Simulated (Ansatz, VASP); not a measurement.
**BN in VASP and in Ansatz**

```
B N
1.0
    -0.05546    1.82156    1.82156
     1.82156   -0.05546    1.82156
     1.82156    1.82156   -0.05546
B N
1 1
Direct
  0.00010 0.00010 0.00010
  0.24990 0.24990 0.24990
```

Change from the starting cell: epitaxial_111 strain +4.0%.

Alike in both runs: task single point; functional HSE06; k mesh 8 × 8 × 8; no spin polarisation.

|  | VASP | Ansatz |
| --- | --- | --- |
| version | VASP 6.6.1 | Ansatz 0.2.0 |
| potentials or method | VASP PAW PBE potentials, release 64 (B, N) | plane waves, PAW |
| plane-wave cutoff (eV) | 520 | 420 |
| occupations | gaussian, width 0.01 eV | fixed |
| valence electrons in the cell | 8 | 8 |

```csv
,VASP,Ansatz,Ansatz less VASP
gap on the k mesh at the Fermi level (eV),5.61,5.63,+0.012
pressure (GPa),-27.8,-28.0,-0.27
"traceless stress, the component that is largest in VASP (GPa)",12.12,12.02,-0.107
rms of the force components (eV/Å),0.028,0.022,-0.0062
```

Atom by atom the forces differ by 0.006 eV/Å (rms over components). Ansatz's warnings: stress exchange threshold loose, stress scf threshold loose.
